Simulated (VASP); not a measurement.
Set up this calculation in VASP 6.6.1, as the native input.

- Task: single point
- Functional: PBEsol
- Potentials or basis: VASP PAW PBE potentials, release 64 (Ga_d, N)
- Cutoff: 520 eV
- k mesh: 8 × 8 × 8
- Occupations: gaussian, width 0.01 eV
- Spin: no spin polarisation
- Dipole correction: no
- Further INCAR settings: ALGO = Normal; EDIFF = 1e-06; NBANDS = 16

The structure of GaN lies in POSCAR:

```
GaN
1.0
    0.0000000000      2.1096363282      2.1096363282
    2.1096363282      0.0000000000      2.1096363282
    2.1096363282      2.1096363282      0.0000000000
Ga N
1 1
Direct
    0.0000000000      0.0000000000      0.0000000000
    0.5000000000      0.5000000000      0.5000000000
```

These files were run (other wordings do the same):

INCAR

```
ALGO = Normal
EDIFF = 1E-6
ENCUT = 520
GGA = PS
ISIF = 2
ISMEAR = 0
LASPH = True
LCHARG = False
LREAL = False
LWAVE = False
NBANDS = 16
NELM = 60
PREC = Accurate
SIGMA = 0.01
```

KPOINTS

```
k-points
0
Gamma
  8 8 8
```

Potentials or basis: VASP PAW PBE potentials, release 64 (Ga_d, N).

Launch:

```bash
$ cat potpaw_PBE.64/Ga_d/POTCAR potpaw_PBE.64/N/POTCAR > POTCAR
$ mpirun -np 1 vasp_std > vasp.out
```

It gave:

```yaml
Pressure: 0.4 GPa
Band_gap_on_the_k_mesh: 0.56 eV, indirect (least direct gap 2.82 eV)
```

Caveat: the PAW data sets were made with another functional, which shifts forces and pressure a little.

Wall time 15 s on 1 thread of Intel(R) Xeon(R) Platinum 8488C (Sapphire Rapids) (shared host), peak memory 0.14 GiB.
